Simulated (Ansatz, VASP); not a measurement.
## One calculation of CsSnI3, two programs

File POSCAR:

```
CsSnI3
1.0
    6.1166608907      0.0000000000      0.0000000000
    0.0000000000      6.1166608907      0.0000000000
    0.0000000000      0.0000000000      6.2753435978
Cs Sn I
1 1 3
Direct
    0.0000000000      0.0000000000      0.0000000000
    0.5000000000      0.5000000000      0.5000000000
    0.5000000000      0.5000000000      0.0000000000
    0.5000000000      0.0000000000      0.5000000000
    0.0000000000      0.5000000000      0.5000000000
```

Contents of INCAR.step1:

```
ALGO = Normal ; EDIFF = 1E-5
ENCUT = 520 ; GGA = PE
ISIF = 2 ; ISMEAR = -1
LASPH = T ; LCHARG = F
LREAL = F ; LWAVE = T
NBANDS = 30 ; NELM = 60
PREC = Accurate ; SIGMA = 0.02
```

Contents of INCAR.step2:

```
ALGO = Normal ; EDIFF = 1E-6
ENCUT = 520 ; GGA = PE
HFSCREEN = 0.2079 ; ISIF = 2
ISMEAR = -1 ; ISTART = 1
LASPH = T ; LCHARG = F
LHFCALC = T ; LREAL = F
LWAVE = F ; NBANDS = 30
NELM = 60 ; PREC = Accurate
PRECFOCK = Fast ; SIGMA = 0.02
```

The input KPOINTS:

```
k-points
0
Gamma
  2 2 2
```

Input for Ansatz:

```yaml
crystal:
  lattice:
    - [6.1166608907, 0.0, 0.0]
    - [0.0, 6.1166608907, 0.0]
    - [0.0, 0.0, 6.2753435978]
  atoms:
    - { symbol: Cs, position: [0.0, 0.0, 0.0] }
    - { symbol: Sn, position: [0.5, 0.5, 0.5] }
    - { symbol: I, position: [0.5, 0.5, 0.0] }
    - { symbol: I, position: [0.5, 0.0, 0.5] }
    - { symbol: I, position: [0.0, 0.5, 0.5] }
kpoints:
  mp_grid: { grid: [2, 2, 2] }
  band_path:
    path: [[0.0, 0.0, 0.0], [0.0, 0.5, 0.0], [0.5, 0.5, 0.0], [0.5, 0.5, 0.5]]
    npoints: 1
hamiltonian:
  xc: hse06
scf:
  occupations: { method: fermi_dirac, width: 0.02 }
  n_extra_bands: 5
output:
  forces: true
  stress: true
  eigenvalues: true
```

Change from the starting cell: epitaxial_xy strain -2.0%.

Alike in both runs: task single point; functional HSE06; k mesh 2 × 2 × 2; occupations fermi-dirac, width 0.02 eV; no spin polarisation.

```csv
,VASP,Ansatz
version,VASP 6.6.1,Ansatz 0.2.0
potentials or method,"VASP PAW PBE potentials, release 64 (Cs_sv, Sn_d, I)","plane waves, PAW"
plane-wave cutoff (eV),520,420
valence electrons in the cell,44,74
```

```csv
,VASP,Ansatz,Ansatz less VASP
pressure (GPa),2.2,2.2,+0.04
"traceless stress, the component that is largest in VASP (GPa)",-0.80,-0.80,-0.009
```

With one functional, cell and mesh, what is left measures potentials, basis and numerics. VASP's potentials hold 44 valence electrons a cell and Ansatz's 74, so a difference there can come from the potentials and not from the codes. Ansatz's warnings: stress exchange threshold loose, stress scf threshold loose.

The k mesh is coarse, so the values compare programs but aren't converged. Neither program's run includes spin-orbit coupling.
